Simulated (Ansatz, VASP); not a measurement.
**One calculation of MoH5, two programs**

Contents of INCAR:

```
SYSTEM = MoH5
ALGO = Normal
EDIFF = 1E-6
EDIFFG = -0.01
ENCUT = 600
GGA = PE
IBRION = 2
ISIF = 3
ISMEAR = 0
LASPH = .TRUE.
LCHARG = .FALSE.
LREAL = .FALSE.
LWAVE = .FALSE.
NELM = 60
NSW = 100
PREC = Accurate
SIGMA = 0.1
```

KPOINTS

```
k-points
0
G
  12 12 12
  0 0 0
```

The input POSCAR:

```
MoH5
1.0
    3.0293150294      0.0000000000      0.0000000000
    0.0000000000      3.0293150294      0.0000000000
    0.0000000000      0.0000000000      3.4610070799
H Mo
5 1
Direct
    0.0000000000      0.5000000000      0.5000000000
    0.5000000000      0.0000000000      0.5000000000
    0.0000000000      0.0000000000      0.8627688729
    0.0000000000      0.0000000000      0.1372311271
    0.5000000000      0.5000000000      0.5000000000
    0.5000000000      0.5000000000      0.0000000000
```

Input for Ansatz:

```yaml
crystal:
  lattice:
    - [3.0293150294, 0.0, 0.0]
    - [0.0, 3.0293150294, 0.0]
    - [0.0, 0.0, 3.4610070799]
  atoms:
    - { symbol: H, position: [0.0, 0.5, 0.5] }
    - { symbol: H, position: [0.5, 0.0, 0.5] }
    - { symbol: H, position: [0.0, 0.0, 0.8627688729] }
    - { symbol: H, position: [0.0, 0.0, 0.1372311271] }
    - { symbol: H, position: [0.5, 0.5, 0.5] }
    - { symbol: Mo, position: [0.5, 0.5, 0.0] }
basis:
  ecutwfc: 420
kpoints:
  mp_grid: { grid: [12, 12, 12] }
hamiltonian:
  xc: pbe
scf:
  occupations: { method: gaussian, width: 0.1 }
output:
  forces: true
  stress: true
  eigenvalues: true
relax:
  adjacent_minimum: "off"
  f_tol: 0.01
  max_steps: 80
  cell: { stress_tol: 0.05 }
```

Alike in both runs: task relaxation of cell and atoms; functional PBE; k mesh 12 × 12 × 12; occupations gaussian, width 0.1 eV; no spin polarisation.

|  | VASP | Ansatz |
| --- | --- | --- |
| version | VASP 6.6.1 | Ansatz 0.2.0 |
| potentials or method | VASP PAW PBE potentials, release 64 (H, Mo_sv), cutoff 600 eV | scalar-relativistic, plane waves, PAW |
| valence electrons in the cell | 19 | 19 |

```csv
,VASP,Ansatz,Ansatz less VASP
"gap on the k mesh at the Fermi level, each at its own relaxed structure (eV)",none,none,-
relaxed volume (Å³/atom),5.26,5.25,-0.001
relaxed cell length with the largest relative difference (Å),3.476,3.474,-0.0018
```

A gap of «none» marks a metal or a gap that the smearing closes.
